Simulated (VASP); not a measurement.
Input of a VASP 6.6.1 run:

INCAR

```
  PREC = Accurate
  ENCUT = 520
  EDIFF = 1E-8
  ISMEAR = -1
  SIGMA = 0.1
  LREAL = False
  LASPH = True
  NELM = 100
  ALGO = Normal
  ISIF = 2
  LWAVE = False
  LCHARG = False
  IBRION = 8
  NSW = 1
```

File KPOINTS:

```
regular mesh
0
Gamma
  7 7 7
```

File POSCAR:

```
Cd3Ir
1.0
    4.2167000000      0.0000000000      0.0000000000
    0.0000000000      4.2167000000      0.0000000000
    0.0000000000      0.0000000000      4.2167000000
Cd Ir
3 1
Direct
    0.0000000000      0.5000000000      0.5000000000
    0.5000000000      0.0000000000      0.5000000000
    0.5000000000      0.5000000000      0.0000000000
    0.0000000000      0.0000000000      0.0000000000
```

Potentials or basis: VASP PAW LDA potentials, release 64 (Cd, Ir).

Launch:

```bash
$ cat potpaw_LDA.64/Cd/POTCAR potpaw_LDA.64/Ir/POTCAR > POTCAR
$ mpirun -np 1 vasp_std > vasp.out
```

Problem. What does it give for the highest phonon frequency at Γ?

Solution. 145 cm⁻¹.

Phonon frequencies in cm⁻¹ (negative: imaginary):
```
              q point                          frequencies
(0.000, 0.000, 0.000)  0 0 0 74 74 74 84 84 84 145 145 145
```

Caveat: the cell stands under pressure or tension, which shifts response properties.
